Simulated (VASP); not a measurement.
# Te2Mo in VASP: single point with r2SCAN

Aim: the single point of Te2Mo with r2SCAN.

Program: VASP 6.6.1. These are calculated values, not measurements. Logs are shortened: lines on timing, memory, paths and dates and some standing lists are left out, and cuts for length are marked.

## (1) The cell of the first run

The cell holds a slab with vacuum, 6 atoms: a = 6.362 Å, b = 3.480 Å, c = 36.176 Å, α = 90.00°, β = 90.14°, γ = 90.00°.

## (2) Single point, r2SCAN

Input file POSCAR:

```
Te2Mo
1.0
    6.3616090156      0.0000000000      0.0000000000
    0.0000000000      3.4804030600      0.0000000000
   -0.0857412231      0.0000000000     36.1758904685
Te Mo
4 2
Direct
    0.0791521300      0.7500000000      0.4434726800
    0.9208478700      0.2500000000      0.5565273200
    0.5707489000      0.2500000000      0.4592964200
    0.4292511000      0.7500000000      0.5407035800
    0.8186524400      0.7500000000      0.5025346300
    0.1813475600      0.2500000000      0.4974653700
```

Input file INCAR.step1:

```
ALGO = Normal
EDIFF = 1E-4
ENCUT = 520
GGA = PE
ISMEAR = 0
LASPH = True
LCHARG = False
LREAL = False
LWAVE = True
NBANDS = 35
NELM = 100
PREC = Accurate
SIGMA = 0.1
```

Input file INCAR.step2:

```
ALGO = Normal
EDIFF = 1E-6
ENCUT = 520
ISIF = 2
ISMEAR = 0
ISTART = 1
LASPH = True
LCHARG = False
LMIXTAU = True
LREAL = False
LWAVE = False
METAGGA = R2SCAN
NBANDS = 35
NELM = 100
PREC = Accurate
SIGMA = 0.1
```

Input file KPOINTS:

```
k-points
0
Gamma
  6 10 1
```

Potentials or basis: VASP PAW PBE potentials, release 64 (Te, Mo_sv).

The run is started by

```sh
$ cat potpaw_PBE.64/Te/POTCAR potpaw_PBE.64/Mo_sv/POTCAR > POTCAR
$ cp INCAR.step1 INCAR
$ mpirun -np 1 vasp_std > vasp.out
$ cp INCAR.step2 INCAR
$ mpirun -np 1 vasp_std > vasp.out
```

OUTCAR:

```text
EDIFF = 1E-6
   ENCUT = 520
   ISIF = 2
   ISMEAR = 0
   ISTART = 1
   LASPH = True
   LREAL = False
   METAGGA = R2SCAN
   NELM = 100
   PREC = Accurate

 ion  position               nearest neighbor table
   1  0.079  0.750  0.443-   6 2.69   6 2.69   5 2.71   3 3.62   3 3.62
   2  0.921  0.250  0.557-   5 2.69   5 2.69   6 2.71   4 3.62   4 3.62
   3  0.571  0.250  0.459-   5 2.82   5 2.82   6 2.84   4 3.54   4 3.54   1 3.62   1 3.62
   4  0.429  0.750  0.541-   6 2.82   6 2.82   5 2.84   3 3.54   3 3.54   2 3.62   2 3.62
   5  0.819  0.750  0.503-   2 2.69   2 2.69   1 2.71   3 2.82   3 2.82   4 2.84   6 2.90   6 2.90

   6  0.181  0.250  0.497-   1 2.69   1 2.69   2 2.71   4 2.82   4 2.82   3 2.84   5 2.90   5 2.90

  LATTYP: Found a simple monoclinic cell.
 ALAT       =     6.3616090156
 B/A-ratio  =     0.5470947761
 C/A-ratio  =     5.6866104138
 COS(beta)  =    -0.0023701139

  Lattice vectors:

 A1 = (   6.3616090156,   0.0000000000,   0.0000000000)
 A2 = (   0.0000000000,   3.4804030600,   0.0000000000)
 A3 = (  -0.0857412231,   0.0000000000,  36.1758904685)

Analysis of symmetry for initial positions (statically):
=====================================================================
 Subroutine PRICEL returns:
 Original cell was already a primitive cell.

 Routine SETGRP: Setting up the symmetry group for a
 simple monoclinic supercell.

 Subroutine GETGRP returns: Found  4 space group operations
 (whereof  2 operations were pure point group operations)
 out of a pool of  4 trial point group operations.

The static configuration has the point symmetry S_2 .
 The point group associated with its full space group is C_2h.

Analysis of symmetry for dynamics (positions and initial velocities):
=====================================================================
 Subroutine PRICEL returns:
 Original cell was already a primitive cell.

 Routine SETGRP: Setting up the symmetry group for a
 simple monoclinic supercell.

 Subroutine GETGRP returns: Found  4 space group operations
 (whereof  2 operations were pure point group operations)
 out of a pool of  4 trial point group operations.

The dynamic configuration has the point symmetry S_2 .
 The point group associated with its full space group is C_2h.

 Subroutine INISYM returns: Found  4 space group operations
 (whereof  2 operations are pure point group operations),
 and found     1 'primitive' translations

----------------------------------------------------------------------------------------

                                     Primitive cell

  volume of cell :     800.9691

  direct lattice vectors                    reciprocal lattice vectors
     6.361609016  0.000000000  0.000000000     0.157192936  0.000000000  0.000372566
     0.000000000  3.480403060  0.000000000     0.000000000  0.287323044  0.000000000
    -0.085741223  0.000000000 36.175890469     0.000000000  0.000000000  0.027642720

  length of vectors
     6.361609016  3.480403060 36.175992077     0.157193378  0.287323044  0.027642720

  position of ions in fractional coordinates (direct lattice)
     0.079152130  0.750000000  0.443472680
     0.920847870  0.250000000  0.556527320
     0.570748900  0.250000000  0.459296420
     0.429251100  0.750000000  0.540703580
     0.818652440  0.750000000  0.502534630
     0.181347560  0.250000000  0.497465370

  ion indices of the primitive-cell ions
   primitive index   ion index
                 1           1
                 2           2
                 3           3
                 4           4
                 5           5
                 6           6

----------------------------------------------------------------------------------------

 KPOINTS: k-points

Automatic generation of k-mesh.
 Grid dimensions read from file:
 generate k-points for:    6   10    1

 Generating k-lattice:

  Cartesian coordinates                     Fractional coordinates (reciprocal lattice)
     0.026198823  0.000000000  0.000062094     0.166666667  0.000000000 -0.000000000
     0.000000000  0.028732304  0.000000000     0.000000000  0.100000000  0.000000000
     0.000000000  0.000000000  0.027642720     0.000000000  0.000000000  1.000000000

  Length of vectors
     0.026198896  0.028732304  0.027642720

  Shift w.r.t. Gamma in fractional coordinates (k-lattice)
     0.000000000  0.000000000  0.000000000

 Subroutine IBZKPT returns following result:
 ===========================================

 Found     24 irreducible k-points:

 Following reciprocal coordinates:
            Coordinates               Weight
  0.000000  0.000000  0.000000      1.000000
  0.166667  0.000000  0.000000      2.000000
  0.333333  0.000000  0.000000      2.000000
  0.500000  0.000000  0.000000      1.000000
  0.000000  0.100000  0.000000      2.000000
  0.166667  0.100000  0.000000      4.000000
[... 16 lines left out ...]
  0.333333  0.500000  0.000000      2.000000
  0.500000  0.500000  0.000000      1.000000
   k-points           NKPTS =     24   k-points in BZ     NKDIM =     24   number of bands    NBANDS=     35
   number of dos      NEDOS =    301   number of ions     NIONS =      6
   total plane-waves  NPLWV = 362880
   dimension x,y,z NGX =    48 NGY =   28 NGZ =  270
   dimension x,y,z NGXF=    96 NGYF=   56 NGZF=  540
   ions per type =               4   2
   NGX,Y,Z   is equivalent  to a cutoff of  12.54, 13.37, 12.41 a.u.
   NGXF,Y,Z  is equivalent  to a cutoff of  25.09, 26.75, 24.82 a.u.
 SYSTEM =  unknown system
   PREC   = accura    normal or accurate (medium, high low for compatibility)
   ISTART =      1    job   : 0-new  1-cont  2-samecut
   ICHARG =      0    charge: 1-file 2-atom 10-const
   ISPIN  =      1    spin polarized calculation?
   LNONCOLLINEAR =      F non collinear calculations
   LSORBIT =      F    spin-orbit coupling
   LASPH  =      T    aspherical Exc in radial PAW
   ENCUT  =  520.0 eV  38.22 Ry    6.18 a.u.  11.83  6.47 67.26*2*pi/ulx,y,z
   NELM   =    100;   NELMIN=  2; NELMDL=  0     # of ELM steps
   EDIFF  = 0.1E-05   stopping-criterion for ELM
   LREAL  =      F    real-space projection
   EDIFFG = 0.1E-04   stopping-criterion for IOM
   NSW    =      0    number of steps for IOM
   IBRION =     -1    ionic relax: 0-MD 1-quasi-New 2-CG
   NFREE  =      0    steps in history (QN), initial steepest desc. (CG)
   ISIF   =      2    stress and relaxation
   ISYM   =      2    0-nonsym 1-usesym 2-fastsym
   POTIM  = 0.5000    time-step for ionic-motion
   TEBEG  =    0.0;   TEEND  =   0.0 temperature during run
   PSTRESS=    0.0 pullay stress
   NELECT =      52.0000    total number of electrons
   NUPDOWN=      -1.0000    fix difference up-down
   EMIN   =  10.00;   EMAX   =-10.00  energy-range for DOS
   EFERMI =   0.00;   METHOD = LEGACY
   ISMEAR =     0;   SIGMA  =   0.10  broadening in eV -4-tet -1-fermi 0-gaus
   EFERMI_NEDOS =   21; number of points for ismear=-14 and -15
   IALGO  =     38    algorithm
   IMIX   =      4    mixing-type and parameters
     AMIX     =   0.40;   BMIX     =  1.00
     AMIX_MAG =   1.60;   BMIX_MAG =  1.00
  volume/ion in A,a.u.               =     133.49       900.87
  Fermi-wavevector in a.u.,A,eV,Ry     =   0.657967  1.243377  5.890240  0.432920
  Thomas-Fermi vector in A             =   1.729641
   LORBIT       =      0    0 simple, 1 ext, 2 COOP (PROOUT), +10 PAW based schemes
   METAGGA = R2SCAN    functional components
   LHFCALC =     F    Hartree Fock is set to
   AEXX    =    0.0000 exact exchange contribution
   IVDW    =     0    specifies the selected vdW correction
   LEPSILON=     F    determine dielectric tensor
   LRPA    =     F    only Hartree local field effects (RPA)
 non-spin polarized calculation
 Gauss-broadening in eV      SIGMA  =   0.10
  energy-cutoff  :      520.00
  volume of cell :      800.97
 maximum number of plane-waves:     21707
 NGX is ok and might be reduce to    48
   NGX = 23   NGY = 13   NGZ =135

 number of electron      51.9999996 magnetization

 Free energy of the ion-electron system (eV)
  ---------------------------------------------------
  ext. energy  EPLUGINS =         0.00000000
  ---------------------------------------------------
  free energy    TOTEN  =      -155.48064560 eV

  energy without entropy =     -155.47438592  energy(sigma->0) =     -155.47751576

 E-fermi :  -2.2863     XC(G=0):  -2.3168

 val. band max:       -2.3129360665   @ k =   0.0000   0.1000   0.0000
 cond. band min:      -2.2716386809   @ k =   0.0000   0.2000   0.0000
 fundamental gap:      0.0412973856
 Fermi energy:        -2.2862905406

 k-point     1 :       0.0000    0.0000    0.0000
  band No.  band energies     occupation
      1     -65.3309      2.00000
      2     -65.2663      2.00000
      3     -38.8688      2.00000
      4     -38.7990      2.00000
      5     -38.7478      2.00000
      6     -38.6214      2.00000
[... 27 lines left out ...]
     34       1.2245      0.00000
     35       2.1236      0.00000

 k-point     2 :       0.1667    0.0000    0.0000
  band No.  band energies     occupation
      1     -65.3308      2.00000
      2     -65.2664      2.00000
      3     -38.8668      2.00000
      4     -38.7988      2.00000
      5     -38.7478      2.00000
      6     -38.6216      2.00000
[... 27 lines left out ...]
     34       1.3379      0.00000
     35       2.2150      0.00000

 k-point     3 :       0.3333    0.0000    0.0000
  band No.  band energies     occupation
      1     -65.3307      2.00000
      2     -65.2665      2.00000
      3     -38.8626      2.00000
      4     -38.7984      2.00000
      5     -38.7480      2.00000
      6     -38.6220      2.00000
[... 27 lines left out ...]
     34       1.4548      0.00000
     35       2.4597      0.00000
[... 723 lines left out ...]
 k-point    23 :       0.3333    0.5000    0.0000
  band No.  band energies     occupation
      1     -65.2923      2.00000
      2     -65.2923      2.00000
      3     -38.9201      2.00000
      4     -38.9201      2.00000
      5     -38.6932      2.00000
      6     -38.6932      2.00000
[... 27 lines left out ...]
     34       1.3151      0.00000
     35       2.9038      0.00000

 k-point    24 :       0.5000    0.5000    0.0000
  band No.  band energies     occupation
      1     -65.2923      2.00000
      2     -65.2923      2.00000
      3     -38.9210      2.00000
      4     -38.9210      2.00000
      5     -38.6929      2.00000
      6     -38.6929      2.00000
[... 27 lines left out ...]
     34       1.2742      0.00000
     35       2.6025      0.00000

------------------------ aborting loop because EDIFF is reached ----------------------------------------

  FORCE on cell =-STRESS in cart. coord.  units (eV):
  Direction    XX          YY          ZZ          XY          YZ          ZX
  --------------------------------------------------------------------------------------
  -------------------------------------------------------------------------------------
  Total       -0.1485525      0.1215673      0.2149272      0.0000000      0.0000000      0.0397964
  in kB       -0.2971494      0.2431709      0.4299187      0.0000000      0.0000000      0.0796047
  external PRESSURE =       0.1253134 kB  Pullay stress =       0.0000000 kB

 VOLUME and BASIS-vectors are now :
 -----------------------------------------------------------------------------
  energy-cutoff  :      520.00
  volume of cell :      800.97
      direct lattice vectors                 reciprocal lattice vectors
     6.361609016  0.000000000  0.000000000     0.157192936  0.000000000  0.000372566
     0.000000000  3.480403060  0.000000000     0.000000000  0.287323044  0.000000000
    -0.085741223  0.000000000 36.175890469     0.000000000  0.000000000  0.027642720

 POSITION                                       TOTAL-FORCE (eV/Angst)
 -----------------------------------------------------------------------------------
      0.46551      2.61030     16.04302         0.005250     -0.000000     -0.031720
      5.81036      0.87010     20.13287        -0.005250      0.000000      0.031720
      3.59150      0.87010     16.61546        -0.017717      0.000000     -0.031885
      2.68437      2.61030     19.56043         0.017717      0.000000      0.031885
      5.16486      2.61030     18.17964         0.050731      0.000000      0.059563
      1.11101      0.87010     17.99625        -0.050731      0.000000     -0.059563
 -----------------------------------------------------------------------------------
    total drift:                                0.000000     -0.000000     -0.000000

  FREE ENERGIE OF THE ION-ELECTRON SYSTEM (eV)
  ---------------------------------------------------
  free  energy   TOTEN  =      -155.4806455971 eV

  energy  without entropy=     -155.4743859234  energy(sigma->0) =     -155.47751576
```

Wall time 2.1 h (1 thread of Oxide Virtual Turin-like, shared host); peak memory 1.2 GiB.

What came out:

```
Free energy            : -155.4806 eV
Largest force          : 0.078 eV/Å
Band gap on the k mesh : zero (bands 26 and 27 overlap by 0.07 eV)
```

Forces on the atoms (eV/Å):
```
Te   0.005  0.000 -0.032
Te  -0.005  0.000  0.032
Te  -0.018  0.000 -0.032
Te   0.018  0.000  0.032
Mo   0.051  0.000  0.060
Mo  -0.051  0.000 -0.060
```

Caveat: there is no dipole correction, which matters where the two faces differ; the PAW data sets were made with another functional, which shifts forces and pressure a little; spin-orbit coupling is left out, which moves the levels of the heavy elements.

The gap in the log of VASP goes by the Fermi energy; the results here count the filled bands.